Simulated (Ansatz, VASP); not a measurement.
This is a calculation of Pt for Ansatz 0.2.0.

input.yaml

```yaml
crystal:
  lattice:
    - [0.0, 1.9609, 1.9609]
    - [1.9609, 0.0, 1.9609]
    - [1.9609, 1.9609, 0.0]
  atoms:
    - { symbol: Pt, position: [0.0, 0.0, 0.0] }
hamiltonian:
  xc:
    exchange: hjs_pbesol
    correlation: pbesol
    exx: { coeff: 0.25, omega: 0.207 }
  pseudopotentials: { kind: paw }
kpoints:
  mp_grid: { grid: [6, 6, 6] }
scf:
  occupations: { method: fermi_dirac, width: 0.05 }
output:
  forces: true
  stress: true
relax:
  f_tol: 0.01
  max_steps: 40
  cell: { stress_tol: 0.05 }
```

Potentials or basis: Ansatz PAW.

Command:

```sh
$ ansatz run input.yaml --threads 2 --pin off --max-ram 5632MiB --backend cpu --events-out ev --progress --plain --runs-dir out
```

**Question.** Set up the same calculation for VASP 6.6.1. Potentials there: VASP PAW PBE potentials, release 64 (Pt).

**Answer.** As run (the cutoff follows the program's own potentials):

File POSCAR:

```
Pt
1.0
    0.0000000000      1.9609000000      1.9609000000
    1.9609000000      0.0000000000      1.9609000000
    1.9609000000      1.9609000000      0.0000000000
Pt
1
Direct
    0.0000000000      0.0000000000      0.0000000000
```

File INCAR.step1:

```
PREC     = Accurate       # precision mode
ENCUT    = 600            # plane-wave cutoff, eV
EDIFF    = 1E-5           # SCF threshold, eV
ISMEAR   = -1             # smearing method
SIGMA    = 0.05           # smearing width, eV
LREAL    = F              # projectors in reciprocal space
LASPH    = T              # aspherical terms in the spheres
NELM     = 80             # most SCF steps
ALGO     = Normal         # electronic algorithm
LWAVE    = T              # write WAVECAR
LCHARG   = F              # write CHGCAR
GGA      = PE             # functional
NBANDS   = 11             # bands
```

The input INCAR.step2:

```
PREC     = Accurate       # precision mode
ENCUT    = 600            # plane-wave cutoff, eV
EDIFF    = 1E-7           # SCF threshold, eV
ISMEAR   = -1             # smearing method
SIGMA    = 0.05           # smearing width, eV
LREAL    = F              # projectors in reciprocal space
LASPH    = T              # aspherical terms in the spheres
NELM     = 80             # most SCF steps
ALGO     = Normal         # electronic algorithm
ISIF     = 3              # what is computed and relaxed
LWAVE    = F              # write WAVECAR
LCHARG   = F              # write CHGCAR
GGA      = PS             # functional
LHFCALC  = T              # exact exchange
AEXX     = 0.25           # exact-exchange fraction
HFSCREEN = 0.207          # screening, 1/A
PRECFOCK = Normal       
IBRION   = 2              # ionic algorithm
NSW      = 60             # ionic steps
EDIFFG   = -0.01          # ionic threshold
ISTART   = 1
```

KPOINTS

```
regular mesh
0
Gamma
  6 6 6
```

Potentials or basis: VASP PAW PBE potentials, release 64 (Pt).

The run is started by

```sh
$ cat potpaw_PBE.64/Pt/POTCAR > POTCAR
$ cp INCAR.step1 INCAR
$ mpirun -np 1 vasp_std > vasp.out
$ cp INCAR.step2 INCAR
$ mpirun -np 1 vasp_std > vasp.out
```

Both were run:

|  | VASP | Ansatz | Ansatz less VASP |
| --- | --- | --- | --- |
| gap on the k mesh at the Fermi level, each at its own relaxed structure (eV) | none | none | - |
| relaxed volume (Å³/atom) | 14.66 | 14.63 | -0.029 |
| relaxed length of the cell vector where the two differ most in proportion (Å) | 2.747 | 2.745 | -0.0018 |

VASP's potentials were made for PBE, not for PBEsol-based screened hybrid. A gap of «none» marks a metal or a gap that the smearing closes. VASP's potentials hold 10 valence electrons a cell and Ansatz's 18, so a difference there can come from the potentials and not from the codes.

The k mesh is coarse, so the values compare programs but aren't converged. Spin-orbit coupling is off throughout. Noted on Ansatz's run: the plane-wave basis is chosen anew once the cell has moved, so the energies of steps on either side of that aren't comparable.
